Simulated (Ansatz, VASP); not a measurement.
## One calculation of Nb, two programs

File INCAR:

```
SYSTEM = Nb
PREC = Accurate
ENCUT = 520
EDIFF = 1E-7
ISMEAR = -1
SIGMA = 0.08
LREAL = .FALSE.
LASPH = .TRUE.
NELM = 100
ALGO = Normal
ISIF = 2
LWAVE = .FALSE.
LCHARG = .FALSE.
GGA = PS
NBANDS = 12
```

KPOINTS

```
regular mesh
0
G
  13 13 13
  0 0 0
```

POSCAR

```
Nb
1.0
    0.0000000000      2.0938500000      2.1150000000
    2.0938500000      0.0000000000      2.1150000000
    2.0938500000      2.0938500000      0.0000000000
Nb
1
Direct
    0.0000000000      0.0000000000      0.0000000000
```

Input for Ansatz:

```yaml
crystal:
  lattice:
    - [0.0, 2.09385, 2.115]
    - [2.09385, 0.0, 2.115]
    - [2.09385, 2.09385, 0.0]
  atoms:
    - { symbol: Nb, position: [0.0, 0.0, 0.0] }
kpoints:
  mp_grid: { grid: [13, 13, 13] }
  band_path:
    path:
      - [0.0, 0.0, 0.0]
      - [0.0, 0.5, 0.5]
      - [0.25, 0.75, 0.5]
      - [0.0, 0.5, 0.0]
      - [0.0, 0.0, 0.0]
      - [0.5, 0.5, 0.0]
      - [0.3725125, 0.6274875, 0.0]
      - [-0.3725125, 0.3725125, 0.0]
      - [0.0, 0.0, 0.0]
    npoints: 5
scf:
  occupations: { method: fermi_dirac, width: 0.08 }
hamiltonian:
  xc: pbesol
  pseudopotentials: { kind: all_electron, lapw: { basis_error: 0.00025 } }
output:
  forces: true
  stress: true
  eigenvalues: true
```

Change from the starting cell: equal xx and yy strain of -1 %.

Alike in both runs: task single point; functional PBEsol; k mesh 13 × 13 × 13; occupations fermi-dirac, width 0.08 eV; no spin polarisation.

|  | VASP | Ansatz |
| --- | --- | --- |
| version | VASP 6.6.1 | Ansatz 0.2.0 |
| potentials or method | VASP PAW PBE potentials, release 64 (Nb_sv), cutoff 520 eV | all-electron LAPW, scalar-relativistic |

```tsv
	VASP	Ansatz	Ansatz less VASP
pressure (GPa)	-3.8	-3.5	+0.27
traceless stress, the component that is largest in VASP (GPa)	1.82	1.84	+0.015
```

VASP's potentials were made for PBE, not for PBEsol. Ansatz ran all-electron here, and VASP with PAW potentials.
